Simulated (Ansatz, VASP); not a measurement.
**AlN: VASP beside Ansatz**

INCAR

```
PREC = Accurate
ENCUT = 600
EDIFF = 1E-6
ISMEAR = 0
SIGMA = 0.02
LREAL = False
LASPH = True
NELM = 120
ALGO = Normal
ISIF = 2
LWAVE = False
LCHARG = False
GGA = PE
NBANDS = 11
GGA_COMPAT = False
```

The input KPOINTS:

```
Automatic mesh
0
Gamma
  10 10 10
```

File POSCAR:

```
AlN
1.0
    0.0000000000      2.0345180000      2.0345180000
    2.0345180000      0.0000000000      2.0345180000
    2.0345180000      2.0345180000      0.0000000000
Al N
1 1
Direct
    0.5552956523      0.5552956523      0.4447043477
    0.0000000000      0.0000000000      0.0000000000
```

Input for Ansatz:

```yaml
crystal:
  lattice:
    - [0.0, 2.034518, 2.034518]
    - [2.034518, 0.0, 2.034518]
    - [2.034518, 2.034518, 0.0]
  atoms:
    - { symbol: Al, position: [0.5552956523, 0.5552956523, 0.4447043477] }
    - { symbol: "N", position: [0.0, 0.0, 0.0] }
basis:
  ecutwfc: 420
kpoints:
  mp_grid: { grid: [10, 10, 10] }
hamiltonian:
  xc: pbe
scf:
  occupations: { method: gaussian, width: 0.02 }
output:
  forces: true
  stress: true
  eigenvalues: true
```

Change from the starting cell: one atom moved.

Alike in both runs: task single point; functional PBE; k mesh 10 × 10 × 10; occupations gaussian, width 0.02 eV; no spin polarisation.

|  | VASP | Ansatz |
| --- | --- | --- |
| version | VASP 6.6.1 | Ansatz 0.2.0 |
| potentials or method | VASP PAW PBE potentials, release 64 (Al, N), cutoff 600 eV | scalar-relativistic, plane waves, PAW |
| valence electrons in the cell | 8 | 8 |

VASP gave:

| Item | Value |
| --- | --- |
| gap on the k mesh at the Fermi level (eV) | 4.29 |
| least direct gap on the mesh (eV) | 5.32 |
| pressure (GPa) | 8.2 |
| traceless stress, the component that is largest in VASP (GPa) | 20.18 |
| rms of the force components (eV/Å) | 1.248 |

Estimate Ansatz's values.

gap on the k mesh at the Fermi level (eV): 4.31; least direct gap on the mesh (eV): 5.30; pressure (GPa): 8.6; traceless stress, the component that is largest in VASP (GPa): 20.01; rms of the force components (eV/Å): 1.243.

Atom by atom the forces differ by 0.004 eV/Å (rms over components). With one functional, cell and mesh, what is left measures potentials, basis and numerics.
